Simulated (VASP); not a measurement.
Set up this calculation in VASP 6.6.1, as the native input.

| Quantity | Value |
| --- | --- |
| Task | single point |
| Functional | PBEsol |
| Potentials or basis | VASP PAW PBE potentials, release 64 (C, B, H) |
| Cutoff | 520 eV |
| k mesh | 1 × 1 × 2 |
| Occupations | fermi-dirac, width 0.05 eV |
| Spin | collinear spin |
| Dipole correction | no |
| Further INCAR settings | LREAL = Auto; ALGO = Normal; EDIFF = 1e-07; NBANDS = 158 |

The structure of BH36C44 lies in POSCAR:

```
BH36C44
1.0
   12.1622370000    -12.1622370000      0.0000000000
    0.0000000000      0.0000000000     17.2000000000
   -5.3307040000     -5.3307040000      0.0000000000
C B H
44 1 36
Direct
    0.3539360000      0.4989500000      0.6713720000
    0.6462290000      0.4988900000      0.6713700000
    0.5000770000      0.5006370000      0.3352240000
    0.3540710000      0.4988990000      0.0047490000
    0.6460850000      0.4988280000      0.0047600000
    0.5000530000      0.3476830000      0.8260310000
    0.5000930000      0.5567100000      0.8370340000
    0.3512770000      0.5490300000      0.5048340000
    0.6489010000      0.5489630000      0.5048240000
    0.5000280000      0.3474350000      0.1589480000
    0.5000920000      0.5567010000      0.1730980000
    0.5000830000      0.5007010000      0.6755430000
    0.3539490000      0.4989220000      0.3381090000
    0.6462020000      0.4988500000      0.3381080000
    0.5000770000      0.5026360000      0.0053230000
    0.3530090000      0.5484100000      0.8381160000
    0.6471720000      0.5483420000      0.8381260000
    0.5000490000      0.3478110000      0.4924910000
    0.3530290000      0.5483890000      0.1715810000
    0.6471520000      0.5483190000      0.1715870000
    0.5725190000      0.3969900000      0.8389390000
    0.5777890000      0.6054720000      0.8375780000
    0.4278910000      0.3975260000      0.5050900000
    0.4185610000      0.6080520000      0.5049500000
    0.5725040000      0.3969120000      0.1709500000
    0.5777870000      0.6054660000      0.1723530000
    0.5730000000      0.4491360000      0.6725030000
    0.5897150000      0.6562570000      0.6728100000
    0.4272060000      0.4491260000      0.3377350000
    0.4105250000      0.6562910000      0.3370600000
    0.5730200000      0.4492310000      0.0051180000
    0.5870620000      0.6542590000      0.0049520000
    0.4276040000      0.3970190000      0.8389320000
    0.4224170000      0.6055110000      0.8375700000
    0.5722240000      0.3974970000      0.5050970000
    0.5816450000      0.6080110000      0.5049550000
    0.4275890000      0.3969540000      0.1709530000
    0.4224260000      0.6055000000      0.1723520000
    0.4271450000      0.4491640000      0.6725030000
    0.4105270000      0.6563050000      0.6728030000
    0.5729210000      0.4490890000      0.3377310000
    0.5896980000      0.6562550000      0.3370660000
    0.4271120000      0.4492690000      0.0051100000
    0.4131660000      0.6542990000      0.0049490000
    0.5000910000      0.5597870000      0.5050090000
    0.3028170000      0.4593010000      0.6726780000
    0.6973330000      0.4592220000      0.6726690000
    0.3027800000      0.4595430000      0.0048140000
    0.6973580000      0.4594490000      0.0048330000
    0.5000570000      0.3287590000      0.6891050000
    0.5000430000      0.2861290000      0.8697380000
    0.2954980000      0.5820220000      0.5047670000
    0.7046950000      0.5819320000      0.5047240000
    0.5000170000      0.3277930000      0.0225210000
    0.5000040000      0.2861870000      0.2045890000
    0.3028320000      0.4592720000      0.3369390000
    0.6972980000      0.4591720000      0.3369380000
    0.2996340000      0.5846330000      0.8384670000
    0.7005600000      0.5845450000      0.8385100000
    0.5000300000      0.2864070000      0.5372990000
    0.5000600000      0.3286630000      0.3562000000
    0.2996550000      0.5846160000      0.1712290000
    0.7005480000      0.5845150000      0.1712430000
    0.6257720000      0.3604870000      0.8401420000
    0.3743970000      0.3613980000      0.5045540000
    0.6258780000      0.3605940000      0.1687680000
    0.5504210000      0.7067260000      0.6722380000
    0.6494290000      0.6811090000      0.6821360000
    0.3508100000      0.6811510000      0.3279040000
    0.4498320000      0.7067480000      0.3375080000
    0.5491480000      0.7056210000      0.0049090000
    0.6470910000      0.6778970000      0.0050070000
    0.3743360000      0.3605370000      0.8401190000
    0.6257040000      0.3613490000      0.5045420000
    0.3741920000      0.3606710000      0.1687660000
    0.3508360000      0.6812110000      0.6821270000
    0.4498700000      0.7067340000      0.6722300000
    0.5503860000      0.7067090000      0.3375220000
    0.6494150000      0.6811150000      0.3279140000
    0.3531450000      0.6779590000      0.0050240000
    0.4510980000      0.7056470000      0.0049190000
```

The input as run:

INCAR

```
SYSTEM = BH36C44
PREC = Accurate ; ENCUT = 520
EDIFF = 1E-7 ; ISMEAR = -1
SIGMA = 0.05 ; LREAL = Auto
LASPH = .True. ; NELM = 150
ALGO = Normal ; ISIF = 2
LWAVE = .False. ; LCHARG = .False.
ISPIN = 2 ; MAGMOM = 0 0 0.2 0 0 0 0 0 0 0 0 0.2 0 0 0 0 0 0 0 0 0 0 0 0.2 0 0 0 0 0 0 0 0 0 0 0 0.2 0 0 0 0 0 0 0 0 0.2 0 0 0 0 0 0 0 0 0 0 0 0 0 0 0 0 0 0 0 0 0 0 0 0 0 0 0 0 0 0 0 0 0 0 0 0
LORBIT = 11 ; GGA = PS
NBANDS = 158 ; LUSENCCL = .False.
```

KPOINTS

```
regular mesh
0
Gamma
  1 1 2
  0 0 0
```

Potentials or basis: VASP PAW PBE potentials, release 64 (C, B, H).

The run is started by

```sh
$ cat potpaw_PBE.64/C/POTCAR potpaw_PBE.64/B/POTCAR potpaw_PBE.64/H/POTCAR > POTCAR
$ mpirun -np 1 vasp_std > vasp.out
```

Results of the run:

```
Largest force                                         : 0.062 eV/Å
Net moment                                            : 0.00 μB per cell
Valence electrons inside the program's atomic spheres : C 2.61, 2.56, 2.69, 2.49, 2.59, 2.60, 2.52, 2.54, 2.58, 2.57, 2.62 (each value once); B 2.14; H 0.68, 0.73, 0.69, 0.67 (each value once)
```

Caveat: the k points lie up to 0.42 Å⁻¹ apart; the PAW data sets were made with another functional, which shifts forces and pressure a little.

Wall time 6.6 min on 1 × NVIDIA H100 80GB with 1 thread of AMD EPYC 7R13 Processor (Zen 3), on a shared host, peak memory 3 GiB.
